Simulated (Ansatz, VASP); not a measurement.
## One calculation of ZnS, two programs

```xyz
2
Lattice="0.0000 2.8128 2.8128 2.8128 0.0000 2.8128 2.8128 2.8128 0.0000" Properties=species:S:1:pos:R:3 pbc="T T T"
Zn    0.0000    0.0000    0.0000
S     4.2193    4.2193    4.2193
```

Change from the starting cell: strain +0.040 along x and y, +0.040 along z, atoms carried along.

Alike in both runs: task single point; functional PBE; k mesh 10 × 10 × 10; occupations gaussian, width 0.05 eV; no spin polarisation.

|  | VASP | Ansatz |
| --- | --- | --- |
| version | VASP 6.6.1 | Ansatz 0.2.0 |
| potentials or method | VASP PAW PBE potentials, release 64 (Zn, S), cutoff 520 eV | scalar-relativistic, plane waves, PAW |
| valence electrons in the cell | 18 | 18 |

Ansatz gave:

| Quantity | Value |
| --- | --- |
| gap on the k mesh at the Fermi level (eV) | 1.60 |
| least direct gap on the mesh (eV) | 1.60 |
| pressure (GPa) | -5.5 |

Problem. Estimate VASP's values.

Solution. gap on the k mesh at the Fermi level (eV): 1.60; least direct gap on the mesh (eV): 1.60; pressure (GPa): -5.4.

With one functional, cell and mesh, what is left measures potentials, basis and numerics.
